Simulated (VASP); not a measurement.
Runs of VASP 6.6.1 on KZnF3. The structure is that of space group Pm-3m (No. 221), or close to it. The cells are those of the table. 

| level | potentials or basis | spin | cell | k mesh | smearing | gap on the mesh (eV) | pressure (GPa) |
| --- | --- | --- | --- | --- | --- | --- | --- |
| PBE+D3(BJ) | VASP PAW PBE potentials, release 64 (K_sv, Zn, F) | off | a = 4.047 Å, 5 atoms | 4 × 4 × 4 | gaussian 0.1 eV | 3.80 | (a) |
| PBE | VASP PAW PBE potentials, release 64 (K_sv, Zn, F) | off | a = 4.047 Å, 5 atoms | 4 × 4 × 4 | fermi-dirac 0.25852 eV | 3.80 | 5.0 |
| PBE | VASP PAW PBE potentials, release 64 (K_sv, Zn, F) | off | a = 3.963 Å, 5 atoms | 5 × 5 × 5 | methfessel-paxton 0.001 eV | 4.19 | 11.8 |
| LDA | VASP PAW LDA potentials, release 64 (K_sv, Zn, F) | off | a = 4.047 Å, 5 atoms | 4 × 4 × 4 | gaussian 0.1 eV | 3.60 | -4.3 |
| PBEsol | VASP PAW PBE potentials, release 64 (K_sv, Zn, F) | collinear, zero start | a = 4.047 Å, 5 atoms | 2 × 2 × 2 | tetrahedron | (b) | 0.6 |
| PBE | VASP PAW PBE potentials, release 64 (K_sv, Zn, F) | off | a = 4.047 Å, 5 atoms | 4 × 4 × 4 | fermi-dirac 0.0019 eV | 3.80 | 5.0 |

Alike in all rows: task single point.

Q: Fill in the values left out.

A: (a) 3.2; (b) 3.65.

Caveats: some runs use coarse meshes; the cell stands under pressure (at least some runs); an odd mesh through Γ misses points on the zone boundary, where band edges can lie (at least some runs); the cell stands under tension (at least some runs); the PAW data sets were made with another functional, which shifts forces and pressure a little (at least some runs).
